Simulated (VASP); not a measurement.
# Si8O15 (a cell with a defect) in VASP: notebook

The runs below take Si8O15 (a cell with a defect) through single point, with PBE.

Program: VASP 6.6.1. These are calculated values, not measurements. Logs are shortened: lines on timing, memory, paths and dates and some standing lists are left out, and cuts for length are marked.

## (1) The cell of the first run

The cell holds a defect, 23 atoms: a = 5.878 Å, b = 5.878 Å, c = 5.320 Å, α = 90.00°, β = 90.00°, γ = 90.00°.

## (2) Single point, PBE, collinear spin

Input file INCAR:

```
PREC = Accurate
ENCUT = 520
EDIFF = 1E-6
ISMEAR = 0
SIGMA = 0.02
LREAL = Auto
LASPH = T
NELM = 150
ALGO = Normal
ISIF = 2
LWAVE = F
LCHARG = T
ISPIN = 2
MAGMOM = 0 0 0 0 0 0 0 0 0 0 0 0 0 0 0 0 0 0 0 0 0 0.05 0
LORBIT = 11
GGA = PE
LELF = T
LVHAR = T
NBANDS = 82
NELECT = 121.0
```

Input file KPOINTS:

```
regular mesh
0
Gamma
  2 2 3
```

Input file POSCAR:

```
Si8O15
1.0
   -4.1564000000     -4.1564000000      0.0000000000
    4.1564000000     -4.1564000000      0.0000000000
    0.0000000000      0.0000000000      5.3204000000
Si O
8 15
Direct
    0.5010466991      0.5031102637      0.0304715811
    0.0006755846      0.4978784525      0.2502052477
    0.5009476951      0.5030817534      0.4700195474
    0.0008810509      0.4966988259      0.7502187805
    0.0005947455     -0.0007030122      0.0001398391
    0.5006316765      0.0053576412      0.2502112623
    0.0005815128     -0.0006984410      0.5002913315
    0.5005989558     -0.0510197527      0.7502091948
    0.1964673756      0.4986355981      0.0075146606
    0.0005526417      0.1917002695      0.2502127660
    0.8044168030      0.4984099220      0.0074466206
    0.0002743961      0.8056357665      0.2502195324
    0.1964731498      0.4986262150      0.4928977145
    0.0005791069      0.1945869021      0.7502195324
    0.8044101867      0.4984021028      0.4929629351
    0.0003091618      0.8023951015      0.7502133298
    0.6920620008      0.0063231402     -0.0045299226
    0.5004419690      0.7047103262      0.2502343809
    0.3090005774      0.0059270041     -0.0045660101
    0.5000475171      0.3011333125      0.2502116382
    0.6920603166      0.0063363728      0.5049637245
    0.4999993985      0.4712153546      0.7502180287
    0.3089999759      0.0059427630      0.5049988723
```

Potentials or basis: VASP PAW PBE potentials, release 64 (Si, O).

Launch:

```console
cat potpaw_PBE.64/Si/POTCAR potpaw_PBE.64/O/POTCAR > POTCAR
mpirun -np 1 vasp_std > vasp.out
```

OUTCAR:

```text
PREC = Accurate
   ENCUT = 520
   EDIFF = 1E-6
   ISMEAR = 0
   LREAL = Auto
   LASPH = T
   NELM = 150
   ISIF = 2
   ISPIN = 2
   LORBIT = 11
   GGA = PE
   NELECT = 121.0

 ion  position               nearest neighbor table
   1  0.501  0.503  0.030-  22 1.50  18 1.66  20 1.67  11 1.79   9 1.79   3 2.34   3 2.98   8 3.02

   2  0.001  0.498  0.250-   9 1.73  13 1.73  11 1.73  15 1.73  10 1.80  12 1.81   4 2.66   4 2.66

   3  0.501  0.503  0.470-  22 1.50  18 1.66  20 1.67  15 1.79  13 1.79   1 2.34   1 2.98   8 3.02
[... 11 lines left out ...]
   9  0.196  0.499  0.008-   2 1.73   4 1.79   1 1.79
  10  0.001  0.192  0.250-   5 1.75   7 1.75   2 1.80
  11  0.804  0.498  0.007-   2 1.73   1 1.79   4 1.79
  12  0.000  0.806  0.250-   7 1.75   5 1.75   2 1.81
  13  0.196  0.499  0.493-   2 1.73   4 1.79   3 1.79
  14  0.001  0.195  0.750-   5 1.76   7 1.76   4 1.78
  15  0.804  0.498  0.493-   2 1.73   3 1.79   4 1.79
  16  0.000  0.802  0.750-   7 1.76   5 1.76   4 1.80
  17  0.692  0.006  0.995-   8 1.76   6 1.76   5 1.81
  18  0.500  0.705  0.250-   1 1.66   3 1.66   6 1.77
  19  0.309  0.006  0.995-   8 1.76   6 1.76   5 1.81
  20  0.500  0.301  0.250-   1 1.67   3 1.67   6 1.74
  21  0.692  0.006  0.505-   8 1.76   6 1.76   7 1.81
  22  0.500  0.471  0.750-   3 1.50   1 1.50
  23  0.309  0.006  0.505-   8 1.76   6 1.76   7 1.81

  LATTYP: Found a simple tetragonal cell.
 ALAT       =     5.8780372506
 C/A-ratio  =     0.9051320659

  Lattice vectors:

 A1 = (  -4.1564000000,  -4.1564000000,   0.0000000000)
 A2 = (   4.1564000000,  -4.1564000000,   0.0000000000)
 A3 = (   0.0000000000,   0.0000000000,   5.3204000000)

Analysis of symmetry for initial positions (statically):
=====================================================================
 Subroutine PRICEL returns:
 Original cell was already a primitive cell.

 Routine SETGRP: Setting up the symmetry group for a
 simple tetragonal supercell.

 Subroutine GETGRP returns: Found  1 space group operations
 (whereof  1 operations were pure point group operations)
 out of a pool of 16 trial point group operations.

The static configuration has the point symmetry C_1 .

Analysis of symmetry for dynamics (positions and initial velocities):
=====================================================================
 Subroutine PRICEL returns:
 Original cell was already a primitive cell.

 Routine SETGRP: Setting up the symmetry group for a
 simple tetragonal supercell.

 Subroutine GETGRP returns: Found  1 space group operations
 (whereof  1 operations were pure point group operations)
 out of a pool of 16 trial point group operations.

The dynamic configuration has the point symmetry C_1 .

Analysis of structural, dynamic, and magnetic symmetry:
=====================================================================
 Subroutine PRICEL returns:
 Original cell was already a primitive cell.

 Routine SETGRP: Setting up the symmetry group for a
 simple tetragonal supercell.

 Subroutine GETGRP returns: Found  1 space group operations
 (whereof  1 operations were pure point group operations)
 out of a pool of 16 trial point group operations.

The overall configuration has the point symmetry C_1 .

 Subroutine INISYM returns: Found  1 space group operations
 (whereof  1 operations are pure point group operations),
 and found     1 'primitive' translations

----------------------------------------------------------------------------------------

                                     Primitive cell

  volume of cell :     183.8269

  direct lattice vectors                    reciprocal lattice vectors
    -4.156400000 -4.156400000  0.000000000    -0.120296410 -0.120296410  0.000000000
     4.156400000 -4.156400000  0.000000000     0.120296410 -0.120296410  0.000000000
     0.000000000  0.000000000  5.320400000     0.000000000  0.000000000  0.187955793

  length of vectors
     5.878037251  5.878037251  5.320400000     0.170124815  0.170124815  0.187955793

  position of ions in fractional coordinates (direct lattice)
     0.501046699  0.503110264  0.030471581
     0.000675585  0.497878452  0.250205248
[... 85 lines left out ...]
   number of dos      NEDOS =    301   number of ions     NIONS =     23
   total plane-waves  NPLWV =  92160
   dimension x,y,z NGX =    48 NGY =   48 NGZ =   40
   dimension x,y,z NGXF=    96 NGYF=   96 NGZF=   80
   ions per type =               8  15
   NGX,Y,Z   is equivalent  to a cutoff of  13.58, 13.58, 12.50 a.u.
   NGXF,Y,Z  is equivalent  to a cutoff of  27.15, 27.15, 25.00 a.u.
 SYSTEM =  unknown system
   PREC   = accura    normal or accurate (medium, high low for compatibility)
   ISTART =      0    job   : 0-new  1-cont  2-samecut
   ICHARG =      2    charge: 1-file 2-atom 10-const
   ISPIN  =      2    spin polarized calculation?
   LNONCOLLINEAR =      F non collinear calculations
   LSORBIT =      F    spin-orbit coupling
   LASPH  =      T    aspherical Exc in radial PAW
   ENCUT  =  520.0 eV  38.22 Ry    6.18 a.u.  10.93 10.93  9.89*2*pi/ulx,y,z
   NELM   =    150;   NELMIN=  2; NELMDL= -5     # of ELM steps
   EDIFF  = 0.1E-05   stopping-criterion for ELM
   LREAL  =      T    real-space projection
   EDIFFG = 0.1E-04   stopping-criterion for IOM
   NSW    =      0    number of steps for IOM
   IBRION =     -1    ionic relax: 0-MD 1-quasi-New 2-CG
   NFREE  =      0    steps in history (QN), initial steepest desc. (CG)
   ISIF   =      2    stress and relaxation
   ISYM   =      2    0-nonsym 1-usesym 2-fastsym
   POTIM  = 0.5000    time-step for ionic-motion
   TEBEG  =    0.0;   TEEND  =   0.0 temperature during run
   PSTRESS=    0.0 pullay stress
   NELECT =     121.0000    total number of electrons
   NUPDOWN=      -1.0000    fix difference up-down
   EMIN   =  10.00;   EMAX   =-10.00  energy-range for DOS
   EFERMI =   0.00;   METHOD = LEGACY
   ISMEAR =     0;   SIGMA  =   0.02  broadening in eV -4-tet -1-fermi 0-gaus
   EFERMI_NEDOS =   21; number of points for ismear=-14 and -15
   IALGO  =     38    algorithm
   IMIX   =      4    mixing-type and parameters
     AMIX     =   0.40;   BMIX     =  1.00
     AMIX_MAG =   1.60;   BMIX_MAG =  1.00
  volume/ion in A,a.u.               =       7.99        53.94
  Fermi-wavevector in a.u.,A,eV,Ry     =   1.424078  2.691116 27.592572  2.027997
  Thomas-Fermi vector in A             =   2.544607
   LORBIT       =     11    0 simple, 1 ext, 2 COOP (PROOUT), +10 PAW based schemes
   GGA     = PE    functional components
   LHFCALC =     F    Hartree Fock is set to
   AEXX    =    0.0000 exact exchange contribution
   IVDW    =     0    specifies the selected vdW correction
   LEPSILON=     F    determine dielectric tensor
   LRPA    =     F    only Hartree local field effects (RPA)
 spin polarized calculation
 Gauss-broadening in eV      SIGMA  =   0.02
  energy-cutoff  :      520.00
  volume of cell :      183.83
 maximum number of plane-waves:      4996
 NGX is ok and might be reduce to    48
   NGX = 21   NGY = 21   NGZ = 19

 number of electron     120.9999982 magnetization       1.0004653

 Free energy of the ion-electron system (eV)
  ---------------------------------------------------
  ext. energy  EPLUGINS =         0.00000000
  ---------------------------------------------------
  free energy    TOTEN  =      -180.39273130 eV

  energy without entropy =     -180.39273130  energy(sigma->0) =     -180.39273130

 E-fermi :  10.1596     XC(G=0): -12.0252

 val. band max:        9.9858522305   @ k =   0.5000   0.5000   0.3333
 cond. band min:      10.9191946158   @ k =   0.0000   0.0000   0.0000
 fundamental gap:      0.9333423852
 Fermi energy:        10.1596475479

 spin component 1

 k-point     1 :       0.0000    0.0000    0.0000
  band No.  band energies     occupation
      1     -14.9158      1.00000
      2     -13.3443      1.00000
      3     -12.9950      1.00000
      4     -12.4546      1.00000
      5     -12.0368      1.00000
      6     -11.8997      1.00000
[... 589 lines left out ...]
     71      17.7083      0.00000
     72      17.9298      0.00000
 Fermi energy:        10.1596475479

 spin component 2

 k-point     1 :       0.0000    0.0000    0.0000
  band No.  band energies     occupation
      1     -14.8890      1.00000
      2     -13.3219      1.00000
      3     -12.9475      1.00000
      4     -12.4451      1.00000
      5     -11.9467      1.00000
      6     -11.8333      1.00000
[... 589 lines left out ...]
     71      17.8350      0.00000
     72      17.9450      0.00000
 [bands above 72 left out]

------------------------ aborting loop because EDIFF is reached ----------------------------------------

  FORCE on cell =-STRESS in cart. coord.  units (eV):
  Direction    XX          YY          ZZ          XY          YZ          ZX
  --------------------------------------------------------------------------------------
  -------------------------------------------------------------------------------------
  Total        8.2917804      8.2412168     29.1866066     -3.9510682      0.0018480     -0.0017122
  in kB       72.2685630     71.8278669    254.3813300    -34.4362745      0.0161070     -0.0149232
  external PRESSURE =     132.8259199 kB  Pullay stress =       0.0000000 kB

 VOLUME and BASIS-vectors are now :
 -----------------------------------------------------------------------------
  energy-cutoff  :      520.00
  volume of cell :      183.83
      direct lattice vectors                 reciprocal lattice vectors
    -4.156400000 -4.156400000  0.000000000    -0.120296410 -0.120296410  0.000000000
     4.156400000 -4.156400000  0.000000000     0.120296410 -0.120296410  0.000000000
     0.000000000  0.000000000  5.320400000     0.000000000  0.000000000  0.187955793

 POSITION                                       TOTAL-FORCE (eV/Angst)
 -----------------------------------------------------------------------------------
      0.00858     -4.17368      0.16212         0.149530     -0.110663     -0.092912
      2.06657     -2.07219      1.33119         0.128884     -0.105191      0.001113
      0.00887     -4.17315      2.50069         0.146751     -0.117380      0.071736
      2.06082     -2.06814      3.99146         0.057750     -0.032890     -0.002821
      4.15101     -4.15595      0.00074         0.055698     -0.049033     -0.032147
     -2.05856     -2.10309      1.33122         0.179169     -0.155093      0.000241
[... 15 lines left out ...]
     -0.11964     -4.03676      3.99146        -2.080128      2.070862      0.016174
     -1.25963     -1.30903      2.68680        -0.000727     -0.016336      0.073365
 -----------------------------------------------------------------------------------
    total drift:                                0.005880     -0.002004      0.002881

  FREE ENERGIE OF THE ION-ELECTRON SYSTEM (eV)
  ---------------------------------------------------
  free  energy   TOTEN  =      -180.3927313048 eV

  energy  without entropy=     -180.3927313048  energy(sigma->0) =     -180.39273130

 total charge

# of ion       s       p       d       tot
------------------------------------------
    1        0.635   1.011   0.000   1.647
    2        0.597   0.916   0.000   1.513
    3        0.635   1.012   0.000   1.647
    4        0.576   0.840   0.000   1.416
    5        0.585   0.873   0.000   1.458
    6        0.586   0.887   0.000   1.473
[... 15 lines left out ...]
   22        1.585   3.862   0.000   5.448
   23        1.555   3.656   0.000   5.211
--------------------------------------------------
tot         28.199  62.776   0.000  90.975

 magnetization (x)

# of ion       s       p       d       tot
------------------------------------------
    1        0.001   0.000   0.000   0.001
    2        0.000   0.000   0.000   0.001
    3        0.001   0.000   0.000   0.001
    4        0.000   0.000   0.000   0.000
    5       -0.000  -0.000   0.000  -0.000
    6       -0.001   0.000   0.000  -0.000
[... 15 lines left out ...]
   22        0.010   0.060   0.000   0.070
   23        0.004   0.041   0.000   0.045
--------------------------------------------------
tot          0.145   0.381   0.000   0.526
```

It took 3.7 min on 1 thread of Intel Xeon 6975P-C (Granite Rapids), shared host; peak memory 0.42 GiB.

What came out:

```
Free energy                                           : -180.3927 eV
Largest force                                         : 2.935 eV/Å
Net moment                                            : 1.00 μB per cell
Site moments                                          : Si +0.00, -0.00, +0.25; O +0.00, +0.01, -0.00, +0.04, +0.07 μB
Valence electrons inside the program's atomic spheres : Si 1.65, 1.51, 1.42, 1.46, 1.47; O 5.24, 5.25, 5.23, 5.21, 5.31, 5.33, 5.45
```

Forces on the atoms (eV/Å):
```
Si   0.150 -0.111 -0.093
Si   0.129 -0.105  0.001
Si   0.147 -0.117  0.072
Si   0.058 -0.033 -0.003
Si   0.056 -0.049 -0.032
Si   0.179 -0.155  0.000
Si   0.055 -0.049  0.032
Si  -0.025  0.027  0.001
O    0.161 -0.215  0.014
O    0.089 -0.096  0.000
O    0.197 -0.178  0.014
O    0.073 -0.081 -0.001
O    0.164 -0.213 -0.012
O    0.075 -0.082  0.000
O    0.197 -0.179 -0.011
O    0.035 -0.043  0.000
O    0.013  0.003 -0.078
O    0.184 -0.203  0.002
O    0.000 -0.017 -0.075
O    0.130 -0.162  0.002
O    0.014  0.003  0.078
O   -2.080  2.071  0.016
O   -0.001 -0.016  0.073
```

Levels at points of the mesh, in eV from the Fermi level:
Spin up:
```tsv
k point	band 59	band 60	band 61	band 62	band 63	band 64
(0.00, 0.00, 0.00)	-2.95	-2.46	-0.75	3.30	4.11	4.32
(0.50, 0.00, 0.00)	-3.22	-2.80	-0.39	3.63	4.58	4.78
(0.00, 0.50, 0.00)	-3.02	-2.75	-0.47	3.05	4.45	4.92
(0.50, 0.50, 0.00)	-3.50	-3.08	-0.34	3.26	4.83	5.44
```
Spin down:
| k point | band 58 | band 59 | band 60 | band 61 | band 62 | band 63 |
| --- | --- | --- | --- | --- | --- | --- |
| (0.00, 0.00, 0.00) | -3.29 | -2.92 | -2.44 | 0.76 | 3.48 | 4.18 |
| (0.50, 0.00, 0.00) | -3.81 | -3.20 | -2.75 | 1.16 | 3.77 | 4.74 |
| (0.00, 0.50, 0.00) | -3.19 | -2.98 | -2.74 | 1.12 | 3.16 | 4.93 |
| (0.50, 0.50, 0.00) | -3.53 | -3.48 | -3.06 | 1.25 | 3.36 | 5.42 |

Caveat: the k points lie up to 0.53 Å⁻¹ apart; the cell carries a net charge on a neutralising background, which shifts energy and pressure; the cell is charged against a uniform background, so pressure and absolute levels hang on convention.

## (3) Single point, PBE, collinear spin

Input file INCAR:

```
SYSTEM = Si8O15
ALGO = Normal
EDIFF = 1E-6
ENCUT = 520
GGA = PE
ISIF = 2
ISMEAR = 0
ISPIN = 2
LASPH = .TRUE.
LCHARG = .TRUE.
LELF = .TRUE.
LORBIT = 11
LREAL = Auto
LVHAR = .TRUE.
LWAVE = .FALSE.
MAGMOM = 0 0 0 0 0 0 0 0 0 0 0 0 0 0 0 0 0 0 0 0 0 0.05 0
NBANDS = 82
NELECT = 121.0
NELM = 150
PREC = Accurate
SIGMA = 0.02
```

Input file KPOINTS:

```
k-points
0
G
  2 2 3
  0 0 0
```

Input file POSCAR:

```
Si8O15
1.0
   -4.1564000000     -4.1564000000      0.0000000000
    4.1564000000     -4.1564000000      0.0000000000
    0.0000000000      0.0000000000      5.3204000000
Si O
8 15
Direct
    0.5007044558      0.5045686171      0.0222195700
    0.0004906891      0.5005934222      0.2501358920
    0.5006397363      0.5045462419      0.4781101045
    0.0005816331      0.4969239005      0.7501428464
    0.0003915648     -0.0009586421     -0.0004556048
    0.5003837455      0.0066750072      0.2501375836
    0.0003812193     -0.0009531085      0.5007412976
    0.5004216389     -0.0476820085      0.7501370198
    0.1965506207      0.5022497835      0.0053826780
    0.0004045568      0.1927909970      0.2501388993
    0.8040803339      0.5020470840      0.0053830539
    0.0001763545      0.8067565682      0.2501460417
    0.1965519440      0.5022388365      0.4948919254
    0.0003785728      0.1948906506      0.7501473573
    0.8040744394      0.5020356559      0.4948887302
    0.0001512126      0.8030087335      0.7501411548
    0.6917074872      0.0031719757     -0.0057747538
    0.5002519007      0.7043807141      0.2501631456
    0.3090028631      0.0028708738     -0.0058333960
    0.5000110673      0.3032737465      0.2501452898
    0.6917065249      0.0031859301      0.5060628900
    0.4999916995      0.4089229862      0.7501511165
    0.3090012992      0.0028859109      0.5061205924
```

Potentials or basis: VASP PAW PBE potentials, release 64 (Si, O).

Launch:

```console
cat potpaw_PBE.64/Si/POTCAR potpaw_PBE.64/O/POTCAR > POTCAR
mpirun -np 1 vasp_std > vasp.out
```

Wall time 3.4 min (1 thread of Intel Xeon 6975P-C (Granite Rapids), shared host); peak memory 0.42 GiB.

The run converged. Its results:

```
Free energy                                           : -181.4925 eV
Largest force                                         : 3.556 eV/Å
Net moment                                            : 0.00 μB per cell
Valence electrons inside the program's atomic spheres : Si 1.58, 1.49, 1.43, 1.46; O 5.24, 5.21, 5.28, 5.30, 5.36
```

Forces on the atoms (eV/Å):
```
Si   0.145 -0.106 -0.447
Si   0.203 -0.189  0.001
Si   0.144 -0.112  0.437
Si   0.100 -0.083 -0.002
Si   0.078 -0.073 -0.037
Si   0.137 -0.125  0.001
Si   0.077 -0.074  0.036
Si   0.210 -0.204  0.000
O    0.210 -0.267 -0.107
O    0.144 -0.148  0.000
O    0.255 -0.222 -0.109
O    0.110 -0.115  0.000
O    0.212 -0.267  0.110
O    0.101 -0.106  0.000
O    0.254 -0.223  0.111
O    0.087 -0.095  0.001
O   -0.058  0.037 -0.057
O    0.095 -0.114  0.001
O   -0.033  0.057 -0.054
O    0.144 -0.169  0.000
O   -0.058  0.036  0.055
O   -2.524  2.505  0.007
O   -0.034  0.058  0.052
```

Levels at points of the mesh, in eV from the Fermi level:
Spin up:
| k point | band 57 | band 58 | band 59 | band 60 | band 61 | band 62 | band 63 | band 64 | band 65 | band 66 |
| --- | --- | --- | --- | --- | --- | --- | --- | --- | --- | --- |
| (0.00, 0.00, 0.00) | -3.06 | -2.82 | -2.44 | -1.78 | -0.57 | 4.22 | 4.72 | 4.88 | 5.08 | 5.85 |
| (0.50, 0.00, 0.00) | -3.47 | -3.22 | -2.54 | -2.37 | -0.09 | 4.54 | 5.02 | 5.47 | 5.52 | 5.84 |
| (0.00, 0.50, 0.00) | -3.23 | -2.66 | -2.59 | -2.10 | -0.22 | 3.87 | 4.53 | 5.51 | 5.68 | 6.36 |
| (0.50, 0.50, 0.00) | -3.22 | -3.01 | -2.65 | -2.58 | -0.12 | 4.20 | 5.03 | 6.08 | 6.45 | 6.48 |
Spin down:
| k point | band 57 | band 58 | band 59 | band 60 | band 61 | band 62 | band 63 | band 64 | band 65 | band 66 |
| --- | --- | --- | --- | --- | --- | --- | --- | --- | --- | --- |
| (0.00, 0.00, 0.00) | -3.06 | -2.82 | -2.44 | -1.78 | -0.57 | 4.22 | 4.72 | 4.88 | 5.08 | 5.85 |
| (0.50, 0.00, 0.00) | -3.47 | -3.22 | -2.54 | -2.37 | -0.09 | 4.54 | 5.02 | 5.47 | 5.52 | 5.84 |
| (0.00, 0.50, 0.00) | -3.23 | -2.66 | -2.59 | -2.10 | -0.22 | 3.87 | 4.53 | 5.51 | 5.68 | 6.36 |
| (0.50, 0.50, 0.00) | -3.22 | -3.01 | -2.65 | -2.58 | -0.12 | 4.20 | 5.03 | 6.08 | 6.45 | 6.48 |

Caveat: the k points lie up to 0.53 Å⁻¹ apart; the cell carries a net charge on a neutralising background, which shifts energy and pressure; the cell is charged against a uniform background, so pressure and absolute levels hang on convention.
